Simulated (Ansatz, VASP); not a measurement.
MnS: VASP beside Ansatz

```
Mn S
1.0
     0.00000    2.60450    2.60450
     2.60450    0.00000    2.60450
     2.60450    2.60450    0.00000
Mn S
1 1
Direct
  0.00000 0.00000 0.00000
  0.50000 0.50000 0.50000
```

Alike in both runs: task single point; functional PBEsol; k mesh 9 × 9 × 9; occupations fermi-dirac, width 0.05 eV; no spin polarisation.

|  | VASP | Ansatz |
| --- | --- | --- |
| version | VASP 6.6.1 | Ansatz 0.2.0 |
| potentials or method | VASP PAW PBE potentials, release 64 (Mn_pv, S) | Ansatz PAW |
| plane-wave cutoff (eV) | 520 | 420 |
| valence electrons in the cell | 19 | 21 |

Ansatz gave:

| Property | Result |
| --- | --- |
| gap on the k mesh at the Fermi level (eV) | none |
| pressure (GPa) | -27.8 |

Q: Which values does VASP return?

A: gap on the k mesh at the Fermi level (eV): none; pressure (GPa): -27.6.

VASP's potentials were made for PBE, not for PBEsol. A gap of «none» marks a metal or a gap that the smearing closes. VASP's potentials hold 19 valence electrons a cell and Ansatz's 21, so a difference there can come from the potentials and not from the codes.
